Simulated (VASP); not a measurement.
# HfB2 (P4/mmm) in VASP: further runs, part 2 of 2

VASP 6.6.1. The steps go on from the part before.

## 6. Relaxation of cell and atoms, PBE

This run uses another cell than the first one, of 17.01 Å³/atom.

Input file INCAR:

```
SYSTEM = HfB2
PREC = Accurate
ENCUT = 600
EDIFF = 1E-7
ISMEAR = 0
SIGMA = 0.1
LREAL = .False.
LASPH = .True.
NELM = 100
ALGO = Normal
ISIF = 3
LWAVE = .False.
LCHARG = .False.
GGA = PE
IBRION = 2
NSW = 100
EDIFFG = -0.01
```

Input file KPOINTS:

```
regular mesh
0
Gamma
  8 8 10
  0 0 0
```

Input file POSCAR:

```
HfB2
1.0
    4.9732817974      0.0000000000      0.0000000000
    0.0000000000      4.9732817974      0.0000000000
    0.0000000000      0.0000000000      4.1261201109
Hf B
2 4
Direct
    0.5000000000      0.5000000000      0.5000000000
    0.0000000000      0.0000000000      0.0000000000
    0.1714773677      0.1714773677      0.5000000000
    0.8285226323      0.8285226323      0.5000000000
    0.8285226323      0.1714773677      0.5000000000
    0.1714773677      0.8285226323      0.5000000000
```

Potentials or basis: VASP PAW PBE potentials, release 64 (Hf_pv, B).

On the command line:

```sh
cat potpaw_PBE.64/Hf_pv/POTCAR potpaw_PBE.64/B/POTCAR > POTCAR
mpirun -np 1 vasp_std > vasp.out
```

OUTCAR:

```text
SYSTEM = HfB2
   PREC = Accurate
   ENCUT = 600
   EDIFF = 1E-7
   ISMEAR = 0
   LREAL = .False.
   LASPH = .True.
   NELM = 100
   ISIF = 3
   GGA = PE
   IBRION = 2
   NSW = 100
   EDIFFG = -0.01

 ion  position               nearest neighbor table
   1  0.500  0.500  0.500-   3 2.31   4 2.31   5 2.31   6 2.31
   2  0.000  0.000  0.000-   3 2.39   4 2.39   5 2.39   6 2.39   3 2.39   4 2.39   5 2.39   6 2.39

   3  0.171  0.171  0.500-   5 1.71   6 1.71   1 2.31   2 2.39   2 2.39
   4  0.829  0.829  0.500-   5 1.71   6 1.71   1 2.31   2 2.39   2 2.39
   5  0.829  0.171  0.500-   3 1.71   4 1.71   1 2.31   2 2.39   2 2.39
   6  0.171  0.829  0.500-   3 1.71   4 1.71   1 2.31   2 2.39   2 2.39

  LATTYP: Found a simple tetragonal cell.
 ALAT       =     4.9732817974
 C/A-ratio  =     0.8296574132

  Lattice vectors:

 A1 = (   4.9732817974,   0.0000000000,   0.0000000000)
 A2 = (   0.0000000000,   4.9732817974,   0.0000000000)
 A3 = (   0.0000000000,   0.0000000000,   4.1261201109)

Analysis of symmetry for initial positions (statically):
=====================================================================
 Subroutine PRICEL returns:
 Original cell was already a primitive cell.

 Routine SETGRP: Setting up the symmetry group for a
 simple tetragonal supercell.

 Subroutine GETGRP returns: Found 16 space group operations
 (whereof 16 operations were pure point group operations)
 out of a pool of 16 trial point group operations.

The static configuration has the point symmetry D_4h.

Analysis of symmetry for dynamics (positions and initial velocities):
=====================================================================
 Subroutine PRICEL returns:
 Original cell was already a primitive cell.

 Routine SETGRP: Setting up the symmetry group for a
 simple tetragonal supercell.

 Subroutine GETGRP returns: Found 16 space group operations
 (whereof 16 operations were pure point group operations)
 out of a pool of 16 trial point group operations.

The dynamic configuration has the point symmetry D_4h.

 Subroutine INISYM returns: Found 16 space group operations
 (whereof 16 operations are pure point group operations),
 and found     1 'primitive' translations

----------------------------------------------------------------------------------------

                                     Primitive cell

  volume of cell :     102.0535

  direct lattice vectors                    reciprocal lattice vectors
     4.973281797  0.000000000  0.000000000     0.201074470  0.000000000  0.000000000
     0.000000000  4.973281797  0.000000000     0.000000000  0.201074470  0.000000000
[... 130 lines left out ...]
 NGX is ok and might be reduce to    40
   NGX = 19   NGY = 19   NGZ = 17

--------------------------------------- Ionic step        1  -------------------------------------------

 number of electron      31.9999996 magnetization

 Free energy of the ion-electron system (eV)
  ---------------------------------------------------
  ext. energy  EPLUGINS =         0.00000000
  ---------------------------------------------------
  free energy    TOTEN  =       -41.89777196 eV

  energy without entropy =      -41.87649093  energy(sigma->0) =      -41.88713144

------------------------ aborting loop because EDIFF is reached ----------------------------------------

  FORCE on cell =-STRESS in cart. coord.  units (eV):
  Direction    XX          YY          ZZ          XY          YZ          ZX
  --------------------------------------------------------------------------------------
  -------------------------------------------------------------------------------------
  Total        0.0372922      0.0372922     -0.0328301      0.0000000      0.0000000      0.0000000
  in kB        0.5854641      0.5854641     -0.5154128      0.0000000      0.0000000      0.0000000
  external PRESSURE =       0.2185051 kB  Pullay stress =       0.0000000 kB

 VOLUME and BASIS-vectors are now :
 -----------------------------------------------------------------------------
  energy-cutoff  :      600.00
  volume of cell :      102.05
      direct lattice vectors                 reciprocal lattice vectors
     4.973281797  0.000000000  0.000000000     0.201074470  0.000000000  0.000000000
     0.000000000  4.973281797  0.000000000     0.000000000  0.201074470  0.000000000
     0.000000000  0.000000000  4.126120111     0.000000000  0.000000000  0.242358432

 POSITION                                       TOTAL-FORCE (eV/Angst)
 -----------------------------------------------------------------------------------
      2.48664      2.48664      2.06306         0.000000     -0.000000      0.000000
      0.00000      0.00000      0.00000         0.000000     -0.000000      0.000000
      0.85281      0.85281      2.06306        -0.012005     -0.012005      0.000000
      4.12048      4.12048      2.06306         0.012005      0.012005      0.000000
      4.12048      0.85281      2.06306         0.012005     -0.012005     -0.000000
      0.85281      4.12048      2.06306        -0.012005      0.012005      0.000000
 -----------------------------------------------------------------------------------
    total drift:                               -0.000000      0.000000     -0.000000

  FREE ENERGIE OF THE ION-ELECTRON SYSTEM (eV)
  ---------------------------------------------------
  free  energy   TOTEN  =       -41.8977719572 eV

  energy  without entropy=      -41.8764909285  energy(sigma->0) =      -41.88713144

--------------------------------------- Ionic step        2  -------------------------------------------

 number of electron      31.9999996 magnetization

 Free energy of the ion-electron system (eV)
  ---------------------------------------------------
  ext. energy  EPLUGINS =         0.00000000
  ---------------------------------------------------
  free energy    TOTEN  =       -41.89780314 eV

  energy without entropy =      -41.87651522  energy(sigma->0) =      -41.88715918

 E-fermi :   2.4561     XC(G=0):  -9.6742

 val. band max:        2.4560118158   @ k =   0.5000   0.1250   0.5000
 cond. band min:       2.4566462887   @ k =   0.2500   0.1250   0.5000
 fundamental gap:      0.0006344728
 Fermi energy:         2.4561237217

 k-point     1 :       0.0000    0.0000    0.0000
  band No.  band energies     occupation
      1     -28.5828      2.00000
      2     -28.4226      2.00000
      3     -28.4226      2.00000
      4     -28.2187      2.00000
      5     -28.2187      2.00000
      6     -28.0618      2.00000
[... 541 lines left out ...]
     19       3.9430      0.00000
     20       4.2985      0.00000

 [... further k-points ...]

------------------------ aborting loop because EDIFF is reached ----------------------------------------

  FORCE on cell =-STRESS in cart. coord.  units (eV):
  Direction    XX          YY          ZZ          XY          YZ          ZX
  --------------------------------------------------------------------------------------
  -------------------------------------------------------------------------------------
  Total        0.0157603      0.0157603      0.0255861      0.0000000      0.0000000      0.0000000
  in kB        0.2473443      0.2473443      0.4015519      0.0000000      0.0000000      0.0000000
  external PRESSURE =       0.2987469 kB  Pullay stress =       0.0000000 kB

 VOLUME and BASIS-vectors are now :
 -----------------------------------------------------------------------------
  energy-cutoff  :      600.00
  volume of cell :      102.09
      direct lattice vectors                 reciprocal lattice vectors
     4.974773014  0.000000000  0.000000000     0.201014196  0.000000000  0.000000000
     0.000000000  4.974773014  0.000000000     0.000000000  0.201014196 -0.000000000
     0.000000000  0.000000000  4.125030944     0.000000000  0.000000000  0.242422424

 POSITION                                       TOTAL-FORCE (eV/Angst)
 -----------------------------------------------------------------------------------
      2.48739      2.48739      2.06252         0.000000     -0.000000     -0.000000
      0.00000      4.97477      0.00000         0.000000     -0.000000     -0.000000
      0.85248      0.85248      2.06252         0.005959      0.005959     -0.000000
      4.12229      4.12229      2.06252        -0.005959     -0.005959     -0.000000
      4.12229      0.85248      2.06252        -0.005959      0.005959     -0.000000
      0.85248      4.12229      2.06252         0.005959     -0.005959      0.000000
 -----------------------------------------------------------------------------------
    total drift:                               -0.000000      0.000000      0.000000

  FREE ENERGIE OF THE ION-ELECTRON SYSTEM (eV)
  ---------------------------------------------------
  free  energy   TOTEN  =       -41.8978031386 eV

  energy  without entropy=      -41.8765152202  energy(sigma->0) =      -41.88715918

 reached required accuracy - stopping structural energy minimisation
```

Run time: 4 min. Hardware: 1 thread of Intel Xeon 6975P-C (Granite Rapids), shared host; peak memory 0.37 GiB.

What came out:

| Quantity | Value |
| --- | --- |
| Free energy | -41.8978 eV |
| Relaxed volume | 17.01 Å³/atom |
| Relaxed cell | a = 4.975 Å, b = 4.975 Å, c = 4.125 Å, α = 90.00°, β = 90.00°, γ = 90.00° |
| Space group after relaxing (to 0.1 Å) | P4/mmm (No. 123) |
| Energy gained by relaxing | 0.0 meV/atom |
| Ionic steps | 2 |
| Pressure after relaxing | 0.0 GPa |
| Largest force after relaxing | 0.008 eV/Å |
| Band gap on the k mesh | zero (bands 16 and 17 overlap by 0.94 eV) |

Forces in eV/Å, atoms in the order of the input:
```
Hf   0.000  0.000  0.000
Hf   0.000  0.000  0.000
B    0.006  0.006  0.000
B   -0.006 -0.006  0.000
B   -0.006  0.006  0.000
B    0.006 -0.006  0.000
```

Final structure:
```xyz
6
Lattice="4.9748 0.0000 0.0000 0.0000 4.9748 0.0000 0.0000 0.0000 4.1250" Properties=species:S:1:pos:R:3 pbc="T T T"
Hf    2.4874    2.4874    2.0625
Hf    0.0000    4.9748    0.0000
B     0.8525    0.8525    2.0625
B     4.1223    4.1223    2.0625
B     4.1223    0.8525    2.0625
B     0.8525    4.1223    2.0625
```

Caveat: spin-orbit coupling is left out, which moves the levels of the heavy elements.

## 7. Summary

```tsv
task	cell	k mesh	cutoff (eV)	gap on the mesh (eV)	pressure (GPa)	relaxed volume (Å³/atom)	largest force (eV/Å)
single point	a = 4.586, b = 4.586, c = 4.062 Å, 6 atoms, atomic positions A	4 × 4 × 4	520	none	18.7	-	5.28
single point	a = 4.973, b = 4.973, c = 4.126 Å, 6 atoms, atomic positions B	4 × 4 × 4	520	none	0.0	-	0.01
relaxation of cell and atoms	relaxed from a = 4.586, b = 4.586, c = 4.062 Å, 6 atoms, atomic positions A	4 × 4 × 4	600	none	-0.1	17.03	0.03
single point	a = 4.977, b = 4.977, c = 4.128 Å, 6 atoms, atomic positions B	8 × 8 × 10	520	none	-0.1	-	-
relaxation of cell and atoms	relaxed from a = 4.973, b = 4.973, c = 4.126 Å, 6 atoms, atomic positions B	8 × 8 × 10	600	none	0.0	17.01	0.01
```

Alike in all rows: level PBE; potentials or basis VASP PAW PBE potentials, release 64 (Hf_pv, B); no spin polarisation; smearing gaussian 0.1 eV.

Caveats: some runs use coarse meshes; spin-orbit coupling is left out, which moves the levels of the heavy elements; forces of over 1 eV/Å act on the atoms, so gaps and moduli don't describe the material at rest (at least some runs); the volume moved by over 15 % at a fixed basis, so the end points are rough (at least some runs).

Total energies depend on the potentials used, so only differences within one code and one set of settings carry meaning.
